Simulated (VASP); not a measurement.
Write the native input for VASP 6.6.1 that does the following.

- Task: single point
- Functional: PBE
- Potentials or basis: VASP PAW PBE potentials, release 64 (Ag, Cl)
- Cutoff: 520 eV
- k mesh: 8 × 8 × 8
- Occupations: gaussian, width 0.05 eV
- Spin: no spin polarisation
- Dipole correction: no
- Further INCAR settings: ALGO = Normal; EDIFF = 1e-06; NBANDS = 16

The structure of AgCl lies in POSCAR:

```
AgCl
1.0
    0.0000000000      2.8078143750      2.8078143750
    2.7731500000      0.0346643750      2.7731500000
    2.7731500000      2.7731500000      0.0346643750
Ag Cl
1 1
Direct
    0.5000000000      0.5000000000      0.5000000000
    0.0000000000      0.0000000000      0.0000000000
```

This cell differs from its parent crystal: strain +0.0250 x Voigt [0, 0, 0, 1, 0, 0].

One way to write it, as run:

INCAR

```
ALGO     = Normal         # electronic algorithm
EDIFF    = 1E-6           # SCF threshold, eV
ENCUT    = 520            # plane-wave cutoff, eV
GGA      = PE             # functional
ISIF     = 2              # what is computed and relaxed
ISMEAR   = 0              # smearing method
LASPH    = T              # aspherical terms in the spheres
LCHARG   = T              # write CHGCAR
LELF     = T              # ELF
LREAL    = F              # projectors in reciprocal space
LVHAR    = T            
LWAVE    = F              # write WAVECAR
NBANDS   = 16             # bands
NELM     = 60             # most SCF steps
PREC     = Accurate       # precision mode
SIGMA    = 0.05           # smearing width, eV
```

KPOINTS

```
k-points
0
Gamma
  8 8 8
```

Potentials or basis: VASP PAW PBE potentials, release 64 (Ag, Cl).

Launch:

```sh
$ cat potpaw_PBE.64/Ag/POTCAR potpaw_PBE.64/Cl/POTCAR > POTCAR
$ mpirun -np 1 vasp_std > vasp.out
```

Results of the run:

```
Pressure               : 1.5 GPa
Band gap on the k mesh : 0.89 eV (least direct gap 3.16 eV)
```

Caveat: the cell differs from its parent crystal (strain +0.0250 x Voigt [0, 0, 0, 1, 0, 0]).

Run time: 75 s on 1 thread of Intel(R) Xeon(R) Platinum 8259CL CPU @ 2.50GHz (Skylake/Cascade Lake) (shared host), peak memory 0.21 GiB.
